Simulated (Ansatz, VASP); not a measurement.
## Two plane-wave programs on Al

Contents of POSCAR:

```
Al
1.0
    0.0000000000      2.0442198000      2.0239800000
    2.0037402000      0.0000000000      2.0239800000
    2.0037402000      2.0442198000      0.0000000000
Al
1
Direct
    0.0000000000      0.0000000000      0.0000000000
```

INCAR.step1

```
ALGO = Normal
EDIFF = 1E-4
ENCUT = 520
GGA = PE
ISMEAR = 0
LASPH = T
LCHARG = F
LREAL = F
LWAVE = T
NBANDS = 8
NELM = 100
PREC = Accurate
SIGMA = 0.15
```

File INCAR.step2:

```
ALGO = Normal
EDIFF = 1E-6
ENCUT = 520
ISIF = 2
ISMEAR = 0
ISTART = 1
LASPH = T
LCHARG = F
LMIXTAU = T
LREAL = F
LWAVE = F
METAGGA = R2SCAN
NBANDS = 8
NELM = 100
PREC = Accurate
SIGMA = 0.15
```

KPOINTS

```
k-points
0
Gamma
  20 20 20
```

Input for Ansatz:

```yaml
crystal:
  lattice:
    - [0.0, 2.0442198, 2.02398]
    - [2.0037402, 0.0, 2.02398]
    - [2.0037402, 2.0442198, 0.0]
  atoms:
    - { symbol: Al, position: [0.0, 0.0, 0.0] }
basis:
  ecutwfc: 500
kpoints:
  mp_grid: { grid: [20, 20, 20] }
hamiltonian:
  xc: r2scan
scf:
  occupations: { method: gaussian, width: 0.15 }
output:
  forces: true
  stress: true
  eigenvalues: true
```

Change from the starting cell: strain -0.0100 x Voigt [1, -1, 0, 0, 0, 0], atoms carried along.

Alike in both runs: task single point; functional r2SCAN; k mesh 20 × 20 × 20; occupations gaussian, width 0.15 eV; no spin polarisation.

|  | VASP | Ansatz |
| --- | --- | --- |
| version | VASP 6.6.1 | Ansatz 0.2.0 |
| potentials or method | VASP PAW PBE potentials, release 64 (Al), cutoff 520 eV | scalar-relativistic, plane waves, PAW |
| valence electrons in the cell | 3 | 3 |

|  | VASP | Ansatz | Ansatz less VASP |
| --- | --- | --- | --- |
| gap on the k mesh at the Fermi level (eV) | none | none | - |
| pressure (GPa) | -3.8 | -3.5 | +0.30 |
| traceless stress, the component that is largest in VASP (GPa) | -0.42 | -0.42 | -0.001 |

VASP's potentials were made for PBE, not for r2SCAN. A gap of «none» marks a metal or a gap that the smearing closes.
